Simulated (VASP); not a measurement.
Wanted: the native input for a VASP 6.6.1 run.

```yaml
Task: single point
Functional: PBE
Potentials_or_basis: VASP PAW PBE potentials, release 64 (Mg, Cd, Te)
Cutoff: 520 eV
k_mesh: 4 × 4 × 2
Occupations: gaussian, width 0.1 eV
Spin: no spin polarisation
Dipole_correction: no
Further_INCAR_settings: ALGO = Normal; EDIFF = 1e-06; NBANDS = 41
```

The structure of MgCd3Te4 lies in POSCAR:

```
MgCd3Te4
1.0
    4.6725677868      0.0000000000      0.0000000000
    0.0000000000      4.6725677868      0.0000000000
    0.0000000000      0.0000000000     13.0638071475
Mg Cd Te
1 3 4
Direct
    0.0000000000      0.0000000000      0.0000000000
    0.5000000000      0.5000000000      0.2475101701
    0.0000000000      0.0000000000      0.5000000000
    0.5000000000      0.5000000000      0.7524898299
    0.5000000000      0.0000000000      0.1205508124
    0.0000000000      0.5000000000      0.3737271703
    0.5000000000      0.0000000000      0.6262728297
    0.0000000000      0.5000000000      0.8794491876
```

One way to write it, as run:

INCAR

```
SYSTEM = MgCd3Te4
  ALGO = Normal
  EDIFF = 1E-6
  ENCUT = 520
  GGA = PE
  ISIF = 2
  ISMEAR = 0
  LASPH = .TRUE.
  LCHARG = .FALSE.
  LREAL = .FALSE.
  LWAVE = .FALSE.
  NBANDS = 41
  NELM = 60
  PREC = Accurate
  SIGMA = 0.1
```

KPOINTS

```
k-points
0
G
  4 4 2
  0 0 0
```

Potentials or basis: VASP PAW PBE potentials, release 64 (Mg, Cd, Te).

Command:

```bash
$ cat potpaw_PBE.64/Mg/POTCAR potpaw_PBE.64/Cd/POTCAR potpaw_PBE.64/Te/POTCAR > POTCAR
$ mpirun -np 1 vasp_std > vasp.out
```

It gave:

The pressure is 0.3 GPa, the largest force is 0.017 eV/Å and the band gap on the k mesh is 0.97 eV.

Caveat: spin-orbit coupling is left out, which moves the levels of the heavy elements.

Wall time 2.2 min on 1 thread of Intel(R) Xeon(R) Platinum 8488C (Sapphire Rapids) (shared host), peak memory 0.42 GiB.
